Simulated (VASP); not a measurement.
# BaTiO3 (Pm-3m) in VASP: settings compared

The runs below take BaTiO3 through single point, with PBEsol, RPBE, PBE, LDA.

Everything below comes from runs of VASP 6.6.1. Logs are shortened: lines on timing, memory, paths and dates and some standing lists are left out, and cuts for length are marked.

**1. The cell of the first run**

It takes space group Pm-3m (No. 221, cubic). The conventional cell has a = 4.006 Å, b = 4.006 Å, c = 4.006 Å, α = 90.00°, β = 90.00°, γ = 90.00°. Within 3.7 Å of Ba (site symmetry m-3m) lie 12 O at 2.83 Å and 8 Ti at 3.47 Å. Within 2.7 Å of Ti (site symmetry m-3m) lie 6 O at 2.00 Å. O (site symmetry 4/mmm) has 2 Ti at 2.00 Å within 2.7 Å.

**2. Single point, PBEsol**

INCAR

```
SYSTEM = BaTiO3
PREC = Accurate ; ENCUT = 520
EDIFF = 1E-7 ; ISMEAR = 1
SIGMA = 0.05 ; LREAL = .False.
LASPH = .True. ; NELM = 100
ALGO = Normal ; ISIF = 2
LWAVE = .False. ; LCHARG = .True.
GGA = PS ; LELF = .True.
LVHAR = .True. ; NBANDS = 28
```

KPOINTS

```
Automatic mesh
0
Gamma
  6 6 6
  0 0 0
```

POSCAR

```
BaTiO3
1.0
    4.0060000000      0.0000000000      0.0000000000
    0.0000000000      4.0060000000      0.0000000000
    0.0000000000      0.0000000000      4.0060000000
Ba Ti O
1 1 3
Direct
    0.5000000000      0.5000000000      0.5000000000
    0.0000000000      0.0000000000      0.0000000000
    0.5000000000      0.0000000000      0.0000000000
    0.0000000000      0.5000000000      0.0000000000
    0.0000000000      0.0000000000      0.5000000000
```

Potentials or basis: VASP PAW PBE potentials, release 64 (Ba_sv, Ti_sv, O).

Launch:

```console
> cat potpaw_PBE.64/Ba_sv/POTCAR potpaw_PBE.64/Ti_sv/POTCAR potpaw_PBE.64/O/POTCAR > POTCAR
> mpirun -np 1 vasp_std > vasp.out
```

OUTCAR:

```text
SYSTEM = BaTiO3
   PREC = Accurate
   ENCUT = 520
   EDIFF = 1E-7
   ISMEAR = 1
   LREAL = .False.
   LASPH = .True.
   NELM = 100
   ISIF = 2
   GGA = PS

 ion  position               nearest neighbor table
   1  0.500  0.500  0.500-   3 2.83   4 2.83   5 2.83   3 2.83   4 2.83   3 2.83   5 2.83   3 2.83
                             4 2.83   5 2.83   4 2.83   5 2.83   2 3.47   2 3.47   2 3.47   2 3.47
   2  0.000  0.000  0.000-   3 2.00   4 2.00   5 2.00   5 2.00   4 2.00   3 2.00   1 3.47   1 3.47
                             1 3.47   1 3.47   1 3.47   1 3.47   1 3.47   1 3.47
   3  0.500  0.000  0.000-   2 2.00   2 2.00   1 2.83   1 2.83   1 2.83   1 2.83
   4  0.000  0.500  0.000-   2 2.00   2 2.00   1 2.83   1 2.83   1 2.83   1 2.83
   5  0.000  0.000  0.500-   2 2.00   2 2.00   1 2.83   1 2.83   1 2.83   1 2.83

  LATTYP: Found a simple cubic cell.
 ALAT       =     4.0060000000

  Lattice vectors:

 A1 = (   4.0060000000,   0.0000000000,   0.0000000000)
 A2 = (   0.0000000000,   4.0060000000,   0.0000000000)
 A3 = (   0.0000000000,   0.0000000000,   4.0060000000)

Analysis of symmetry for initial positions (statically):
=====================================================================
 Subroutine PRICEL returns:
 Original cell was already a primitive cell.

 Routine SETGRP: Setting up the symmetry group for a
 simple cubic supercell.

 Subroutine GETGRP returns: Found 48 space group operations
[... 9 lines left out ...]

 Routine SETGRP: Setting up the symmetry group for a
 simple cubic supercell.

 Subroutine GETGRP returns: Found 48 space group operations
 (whereof 48 operations were pure point group operations)
 out of a pool of 48 trial point group operations.

The dynamic configuration has the point symmetry O_h .

 Subroutine INISYM returns: Found 48 space group operations
 (whereof 48 operations are pure point group operations),
 and found     1 'primitive' translations

----------------------------------------------------------------------------------------

                                     Primitive cell

  volume of cell :      64.2884

  direct lattice vectors                    reciprocal lattice vectors
     4.006000000  0.000000000  0.000000000     0.249625562  0.000000000  0.000000000
     0.000000000  4.006000000  0.000000000     0.000000000  0.249625562  0.000000000
     0.000000000  0.000000000  4.006000000     0.000000000  0.000000000  0.249625562

  length of vectors
[... 82 lines left out ...]
   NELM   =    100;   NELMIN=  2; NELMDL= -5     # of ELM steps
   EDIFF  = 0.1E-06   stopping-criterion for ELM
   LREAL  =      F    real-space projection
   EDIFFG = 0.1E-05   stopping-criterion for IOM
   NSW    =      0    number of steps for IOM
   IBRION =     -1    ionic relax: 0-MD 1-quasi-New 2-CG
   NFREE  =      0    steps in history (QN), initial steepest desc. (CG)
   ISIF   =      2    stress and relaxation
   ISYM   =      2    0-nonsym 1-usesym 2-fastsym
   POTIM  = 0.5000    time-step for ionic-motion
   TEBEG  =    0.0;   TEEND  =   0.0 temperature during run
   PSTRESS=    0.0 pullay stress
   NELECT =      40.0000    total number of electrons
   NUPDOWN=      -1.0000    fix difference up-down
   EMIN   =  10.00;   EMAX   =-10.00  energy-range for DOS
   EFERMI =   0.00;   METHOD = LEGACY
   ISMEAR =     1;   SIGMA  =   0.05  broadening in eV -4-tet -1-fermi 0-gaus
   EFERMI_NEDOS =   21; number of points for ismear=-14 and -15
   IALGO  =     38    algorithm
   IMIX   =      4    mixing-type and parameters
     AMIX     =   0.40;   BMIX     =  1.00
     AMIX_MAG =   1.60;   BMIX_MAG =  1.00
  volume/ion in A,a.u.               =      12.86        86.77
  Fermi-wavevector in a.u.,A,eV,Ry     =   1.397603  2.641087 26.576187  1.953295
  Thomas-Fermi vector in A             =   2.520843
   LORBIT       =      0    0 simple, 1 ext, 2 COOP (PROOUT), +10 PAW based schemes
   GGA     = PS    functional components
   LHFCALC =     F    Hartree Fock is set to
   AEXX    =    0.0000 exact exchange contribution
   IVDW    =     0    specifies the selected vdW correction
   LEPSILON=     F    determine dielectric tensor
   LRPA    =     F    only Hartree local field effects (RPA)
 non-spin polarized calculation
 Methfessel and Paxton  Order N= 1 SIGMA  =   0.05
  energy-cutoff  :      520.00
  volume of cell :       64.29
 maximum number of plane-waves:      1755
 NGX is ok and might be reduce to    30
   NGX = 15   NGY = 15   NGZ = 15

 number of electron      39.9999976 magnetization

 Free energy of the ion-electron system (eV)
  ---------------------------------------------------
  ext. energy  EPLUGINS =         0.00000000
  ---------------------------------------------------
  free energy    TOTEN  =       -41.97297937 eV

  energy without entropy =      -41.97316016  energy(sigma->0) =      -41.97303963

 E-fermi :   3.7006     XC(G=0): -11.5040

 val. band max:        3.6705816392   @ k =   0.5000   0.5000   0.5000
 cond. band min:       5.3639406538   @ k =   0.0000   0.0000   0.0000
 fundamental gap:      1.6933590146
 Fermi energy:         3.7005839907

 k-point     1 :       0.0000    0.0000    0.0000
  band No.  band energies     occupation
      1     -52.7121      2.00000
      2     -29.0341      2.00000
      3     -29.0341      2.00000
      4     -29.0341      2.00000
      5     -21.0937      2.00000
      6     -13.1387      2.00000
[... 609 lines left out ...]
     27      11.3618      0.00000
     28      11.3618      0.00000

------------------------ aborting loop because EDIFF is reached ----------------------------------------

  FORCE on cell =-STRESS in cart. coord.  units (eV):
  Direction    XX          YY          ZZ          XY          YZ          ZX
  --------------------------------------------------------------------------------------
  -------------------------------------------------------------------------------------
  Total       -1.1288686     -1.1288686     -1.1288686      0.0000000      0.0000000      0.0000000
  in kB      -28.1333305    -28.1333305    -28.1333305      0.0000000      0.0000000      0.0000000
  external PRESSURE =     -28.1333305 kB  Pullay stress =       0.0000000 kB

 VOLUME and BASIS-vectors are now :
 -----------------------------------------------------------------------------
  energy-cutoff  :      520.00
  volume of cell :       64.29
      direct lattice vectors                 reciprocal lattice vectors
     4.006000000  0.000000000  0.000000000     0.249625562  0.000000000  0.000000000
     0.000000000  4.006000000  0.000000000     0.000000000  0.249625562  0.000000000
     0.000000000  0.000000000  4.006000000     0.000000000  0.000000000  0.249625562

 POSITION                                       TOTAL-FORCE (eV/Angst)
 -----------------------------------------------------------------------------------
      2.00300      2.00300      2.00300         0.000000      0.000000      0.000000
      0.00000      0.00000      0.00000         0.000000      0.000000      0.000000
      2.00300      0.00000      0.00000         0.000000      0.000000      0.000000
      0.00000      2.00300      0.00000         0.000000      0.000000      0.000000
      0.00000      0.00000      2.00300         0.000000      0.000000      0.000000
 -----------------------------------------------------------------------------------
    total drift:                               -0.000000     -0.000000      0.000000

  FREE ENERGIE OF THE ION-ELECTRON SYSTEM (eV)
  ---------------------------------------------------
  free  energy   TOTEN  =       -41.9729793713 eV

  energy  without entropy=      -41.9731601611  energy(sigma->0) =      -41.97303963
```

Wall time 30 s (1 thread of AMD EPYC 7R13 (Zen 3), shared host); peak memory 0.16 GiB.

What came out:

```yaml
Free_energy: -41.9730 eV
Pressure: -2.8 GPa
Band_gap_on_the_k_mesh: 1.69 eV, indirect (least direct gap 1.84 eV)
```

Caveat: the PAW data sets were made with another functional, which shifts forces and pressure a little; spin-orbit coupling is left out, which moves the levels of the heavy elements. A hybrid or GW would open this gap; PBEsol tends to underestimate it.

**3. Single point, RPBE**

INCAR

```
SYSTEM = BaTiO3
  PREC = Accurate
  ENCUT = 520
  EDIFF = 1E-7
  ISMEAR = 1
  SIGMA = 0.05
  LREAL = .False.
  LASPH = .True.
  NELM = 60
  ALGO = Normal
  ISIF = 2
  LWAVE = .False.
  LCHARG = .False.
  GGA = RP
  NBANDS = 28
```

KPOINTS is that of step 2.

POSCAR is that of step 2.

Potentials or basis: VASP PAW PBE potentials, release 64 (Ba_sv, Ti_sv, O).

Launch:

```console
> cat potpaw_PBE.64/Ba_sv/POTCAR potpaw_PBE.64/Ti_sv/POTCAR potpaw_PBE.64/O/POTCAR > POTCAR
> mpirun -np 1 vasp_std > vasp.out
```

OUTCAR:

```text
SYSTEM = BaTiO3
   PREC = Accurate
   ENCUT = 520
   EDIFF = 1E-7
   ISMEAR = 1
   LREAL = .False.
   LASPH = .True.
   NELM = 60
   ISIF = 2
   GGA = RP

 ion  position               nearest neighbor table
   1  0.500  0.500  0.500-   3 2.83   4 2.83   5 2.83   3 2.83   4 2.83   3 2.83   5 2.83   3 2.83
                             4 2.83   5 2.83   4 2.83   5 2.83   2 3.47   2 3.47   2 3.47   2 3.47
   2  0.000  0.000  0.000-   3 2.00   4 2.00   5 2.00   5 2.00   4 2.00   3 2.00   1 3.47   1 3.47
                             1 3.47   1 3.47   1 3.47   1 3.47   1 3.47   1 3.47
[... 821 lines left out ...]
  -------------------------------------------------------------------------------------
  Total        3.0853792      3.0853792      3.0853792     -0.0000000      0.0000000      0.0000000
  in kB       76.8929090     76.8929090     76.8929090     -0.0000000      0.0000000      0.0000000
  external PRESSURE =      76.8929090 kB  Pullay stress =       0.0000000 kB

 VOLUME and BASIS-vectors are now :
 -----------------------------------------------------------------------------
  energy-cutoff  :      520.00
  volume of cell :       64.29
      direct lattice vectors                 reciprocal lattice vectors
     4.006000000  0.000000000  0.000000000     0.249625562  0.000000000  0.000000000
     0.000000000  4.006000000  0.000000000     0.000000000  0.249625562  0.000000000
     0.000000000  0.000000000  4.006000000     0.000000000  0.000000000  0.249625562

 POSITION                                       TOTAL-FORCE (eV/Angst)
 -----------------------------------------------------------------------------------
      2.00300      2.00300      2.00300         0.000000      0.000000      0.000000
      0.00000      0.00000      0.00000         0.000000      0.000000      0.000000
      2.00300      0.00000      0.00000         0.000000      0.000000      0.000000
      0.00000      2.00300      0.00000         0.000000      0.000000      0.000000
      0.00000      0.00000      2.00300         0.000000      0.000000      0.000000
 -----------------------------------------------------------------------------------
    total drift:                               -0.000000     -0.000000      0.000000

  FREE ENERGIE OF THE ION-ELECTRON SYSTEM (eV)
  ---------------------------------------------------
  free  energy   TOTEN  =       -37.8540931050 eV

  energy  without entropy=      -37.8542767932  energy(sigma->0) =      -37.85415433
```

OSZICAR:

```text
N       E                     dE             d eps       ncg     rms          rms(c)
DAV:   1     0.433760134865E+03    0.43376E+03   -0.20446E+04  1120   0.152E+03
DAV:   2    -0.576337278785E+01   -0.43952E+03   -0.41856E+03  1280   0.418E+02
DAV:   3    -0.467205802297E+02   -0.40957E+02   -0.40580E+02  1332   0.134E+02
DAV:   4    -0.487965534725E+02   -0.20760E+01   -0.20725E+01  1744   0.264E+01
DAV:   5    -0.488367589663E+02   -0.40205E-01   -0.40188E-01  1416   0.346E+00    0.227E+01
DAV:   6    -0.379556037502E+02    0.10881E+02   -0.55869E+01  1544   0.657E+01    0.953E+00
DAV:   7    -0.379694828760E+02   -0.13879E-01   -0.92345E+00  1456   0.221E+01    0.642E+00
DAV:   8    -0.378261795029E+02    0.14330E+00   -0.58201E-01  1360   0.680E+00    0.336E+00
DAV:   9    -0.378783621830E+02   -0.52183E-01   -0.33611E-01  1520   0.494E+00    0.150E+00
DAV:  10    -0.378576814272E+02    0.20681E-01   -0.15916E-01  1256   0.418E+00    0.519E-01
DAV:  11    -0.378540269855E+02    0.36544E-02   -0.18388E-02  1588   0.972E-01    0.150E-01
DAV:  12    -0.378544127266E+02   -0.38574E-03   -0.27776E-03  1412   0.499E-01    0.166E-01
DAV:  13    -0.378540851934E+02    0.32753E-03   -0.12567E-03  1324   0.377E-01    0.132E-02
DAV:  14    -0.378540929286E+02   -0.77352E-05   -0.47726E-05  1396   0.467E-02    0.134E-02
DAV:  15    -0.378540929636E+02   -0.34944E-07   -0.17784E-05  1296   0.363E-02    0.176E-03
DAV:  16    -0.378540930996E+02   -0.13609E-06   -0.11576E-06  1332   0.983E-03    0.236E-03
DAV:  17    -0.378540931050E+02   -0.53842E-08   -0.29490E-07  1220   0.430E-03
   1 F= -.37854093E+02 E0= -.37854154E+02  d E =0.183688E-03
```

Run time: 31 s. Hardware: 1 thread of AMD EPYC 7R13 (Zen 3), shared host; peak memory 0.16 GiB.

What came out:

```
Free energy            : -37.8541 eV
Pressure               : 7.7 GPa
Band gap on the k mesh : 1.78 eV, indirect (least direct gap 1.92 eV)
```

Caveat: the PAW data sets were made with another functional, which shifts forces and pressure a little; spin-orbit coupling is left out, which moves the levels of the heavy elements.

**4. Single point, PBE**

INCAR

```
SYSTEM = BaTiO3
ALGO     = Normal         ! electronic algorithm
EDIFF    = 1E-7           ! SCF threshold, eV
ENCUT    = 520            ! plane-wave cutoff, eV
GGA      = PE             ! functional
ISIF     = 2              ! what is computed and relaxed
ISMEAR   = 1              ! smearing method
LASPH    = .True.         ! aspherical terms in the spheres
LCHARG   = .True.         ! write CHGCAR
LELF     = .True.         ! ELF
LREAL    = .False.        ! projectors in reciprocal space
LVHAR    = .True.       
LWAVE    = .False.        ! write WAVECAR
NBANDS   = 28             ! bands
NELM     = 80             ! most SCF steps
PREC     = Accurate       ! precision mode
SIGMA    = 0.05           ! smearing width, eV
```

KPOINTS

```
k-points
0
Gamma
  6 6 6
  0 0 0
```

POSCAR is that of step 3.

Launch:

```console
> cat potpaw_PBE.64/Ba_sv/POTCAR potpaw_PBE.64/Ti_sv/POTCAR potpaw_PBE.64/O/POTCAR > POTCAR
> mpirun -np 1 vasp_std > vasp.out
```

Run time: 35 s. Hardware: 1 thread of AMD EPYC 7R13 (Zen 3), shared host; peak memory 0.16 GiB.

The run converged. Its results:

```yaml
Free_energy: -39.9701 eV
Pressure: 3.4 GPa
Band_gap_on_the_k_mesh: 1.74 eV, indirect (least direct gap 1.89 eV)
```

Levels at points of the mesh, in eV from the valence-band top:
| k point | band 16 | band 17 | band 18 | band 19 | band 20 | band 21 | band 22 | band 23 | band 24 | band 25 |
| --- | --- | --- | --- | --- | --- | --- | --- | --- | --- | --- |
| (0.00, 0.00, 0.00) | -1.09 | -1.09 | -0.15 | -0.15 | -0.15 | 1.74 | 1.74 | 1.74 | 3.88 | 3.88 |
| (0.50, 0.00, 0.00) | -1.91 | -1.83 | -1.83 | -0.71 | -0.71 | 1.90 | 3.47 | 3.47 | 3.89 | 5.90 |
| (0.50, 0.50, 0.00) | -2.68 | -1.72 | -0.87 | -0.87 | -0.09 | 3.48 | 3.48 | 3.89 | 4.73 | 7.64 |
| (0.50, 0.50, 0.50) | -2.41 | -2.41 | 0.00 | 0.00 | 0.00 | 4.14 | 4.14 | 4.14 | 6.71 | 6.71 |

Caveat: spin-orbit coupling is left out, which moves the levels of the heavy elements. A k mesh can miss the band edges.

**5. Single point, LDA**

INCAR

```
  ALGO = Normal
  EDIFF = 1E-6
  ENCUT = 520
  GGA = CA
  ISIF = 2
  ISMEAR = 1
  LASPH = T
  LCHARG = F
  LREAL = F
  LWAVE = F
  NBANDS = 28
  NELM = 80
  PREC = Accurate
  SIGMA = 0.05
```

KPOINTS

```
k-points
0
Gamma
  6 6 6
```

POSCAR is that of step 4.

Potentials or basis: VASP PAW LDA potentials, release 64 (Ba_sv, Ti_sv, O).

Launch:

```console
> cat potpaw_LDA.64/Ba_sv/POTCAR potpaw_LDA.64/Ti_sv/POTCAR potpaw_LDA.64/O/POTCAR > POTCAR
> mpirun -np 1 vasp_std > vasp.out
```

It took 30 s on 1 thread of AMD EPYC 7R13 (Zen 3), shared host; peak memory 0.14 GiB.

The run converged. Its results:

```yaml
Free_energy: -44.0973 eV
Pressure: -7.3 GPa
Band_gap_on_the_k_mesh: 1.65 eV, indirect (least direct gap 1.79 eV)
```

Levels at points of the mesh, in eV from the valence-band top:
```tsv
k point	band 18	band 19	band 20	band 21	band 22	band 23
(0.00, 0.00, 0.00)	-0.14	-0.14	-0.14	1.65	1.65	1.65
(0.50, 0.00, 0.00)	-1.86	-0.72	-0.72	1.81	3.44	3.44
(0.50, 0.50, 0.00)	-0.87	-0.87	-0.09	3.45	3.45	3.86
(0.50, 0.50, 0.50)	0.00	0.00	0.00	4.12	4.12	4.12
```

Caveat: spin-orbit coupling is left out, which moves the levels of the heavy elements.

**6. Overview**

```csv
level,potentials or basis,gap on the mesh (eV),pressure (GPa)
PBEsol,"VASP PAW PBE potentials, release 64 (Ba_sv, Ti_sv, O)",1.69,-2.8
RPBE,"VASP PAW PBE potentials, release 64 (Ba_sv, Ti_sv, O)",1.78,7.7
PBE,"VASP PAW PBE potentials, release 64 (Ba_sv, Ti_sv, O)",1.74,3.4
LDA,"VASP PAW LDA potentials, release 64 (Ba_sv, Ti_sv, O)",1.65,-7.3
```

Alike in all rows: task single point; no spin polarisation; cell as given; k mesh 6 × 6 × 6; cutoff (eV) 520; smearing methfessel-paxton 0.05 eV.

Caveats: spin-orbit coupling is left out, which moves the levels of the heavy elements; the PAW data sets were made with another functional, which shifts forces and pressure a little (some runs).

Absolute energies hang on the potentials; compare differences alone.
